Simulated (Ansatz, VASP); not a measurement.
# One calculation of Ag, two programs

The input INCAR:

```
  ALGO = Normal
  EDIFF = 1E-8
  ENCUT = 520
  GGA = PE
  ISIF = 2
  ISMEAR = -1
  LASPH = True
  LCHARG = False
  LEFG = True
  LREAL = False
  LWAVE = False
  NBANDS = 18
  NELM = 80
  PREC = Accurate
  SIGMA = 0.03
```

File KPOINTS:

```
k-points
0
Gamma
  13 13 7
```

Contents of POSCAR:

```
Ag
1.0
    2.9053750837      0.0000000000      0.0000000000
   -1.4526875418      2.5161286300      0.0000000000
    0.0000000000      0.0000000000      4.7497459960
Ag
2
Direct
    0.3333333333      0.6666666667      0.2500000000
    0.6666666667      0.3333333333      0.7500000000
```

Input for Ansatz:

```yaml
crystal:
  lattice:
    - [2.9053750837, 0.0, 0.0]
    - [-1.4526875418, 2.51612863, 0.0]
    - [0.0, 0.0, 4.749745996]
  atoms:
    - { symbol: Ag, position: [0.3333333333, 0.6666666667, 0.25] }
    - { symbol: Ag, position: [0.6666666667, 0.3333333333, 0.75] }
kpoints:
  mp_grid: { grid: [13, 13, 7] }
scf:
  occupations: { method: fermi_dirac, width: 0.03 }
hamiltonian:
  xc: pbe
  pseudopotentials: { kind: paw }
output:
  forces: true
  stress: true
  eigenvalues: true
  efg: { contact_densities: true }
```

Change from the starting cell: volume scaled by 0.975, PAW files.

Alike in both runs: task electric field gradients; functional PBE; k mesh 13 × 13 × 7; occupations fermi-dirac, width 0.03 eV; no spin polarisation.

```csv
,VASP,Ansatz
version,VASP 6.6.1,Ansatz 0.2.0
potentials or method,"VASP PAW PBE potentials, release 64 (Ag)","PAW with Ansatz's default frozen-core files, scalar-relativistic"
plane-wave cutoff (eV),520,420
valence electrons in the cell,22,38
```

|  | VASP | Ansatz | Ansatz less VASP |
| --- | --- | --- | --- |
| pressure (GPa) | 2.6 | 2.8 | +0.15 |
| traceless stress, the component that is largest in VASP (GPa) | 1.17 | 1.18 | +0.008 |
| size of Vzz on the site where it differs most (V/Å²) | 5.2 | 6.0 | +0.77 |

The functional is the same, so the differences come from potentials, cutoffs and numerics. VASP's potentials hold 22 valence electrons a cell and Ansatz's 38, so a difference there can come from the potentials and not from the codes.
